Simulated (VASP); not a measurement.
## BAs: electric field gradients with LDA

Crystal: BAs.

```
CELL_PARAMETERS angstrom
0.00000 2.41993 2.41993
2.41993 0.00000 2.41993
2.41993 2.41993 0.00000
ATOMIC_POSITIONS crystal
B 0.00000 0.00000 0.00000
As 0.75000 0.75000 0.75000
```

* Program: VASP 6.6.1
* Task: electric field gradients
* Functional: LDA
* Potentials or basis: VASP PAW LDA potentials, release 64 (B, As)
* Cutoff: 520 eV
* k mesh: 13 × 13 × 13
* Occupations: fermi-dirac, width 0.05 eV
* Spin: no spin polarisation
* Dipole correction: no
* Further INCAR settings: ALGO = Normal; EDIFF = 1e-08; NBANDS = 11

```json
{
 "Pressure": "-7.9 GPa",
 "Band gap on the k mesh": "1.16 eV (least direct gap 3.20 eV)",
 "Largest electric field gradient by atom": "zero within the noise of the run"
}
```

Levels at points of the mesh, in eV from the valence-band top:
```tsv
k point	band 1	band 2	band 3	band 4	band 5	band 6	band 7	band 8
(0.00, 0.00, 0.00)	-15.03	0.00	0.00	0.00	3.20	3.20	3.20	4.20
```

Wall time 24 s on 1 thread of Intel(R) Xeon(R) 6975P-C (Granite Rapids), with other jobs on the host, peak memory 0.15 GiB.

Caveat: the cell stands under tension; an odd mesh through Γ misses points on the zone boundary, where band edges can lie.
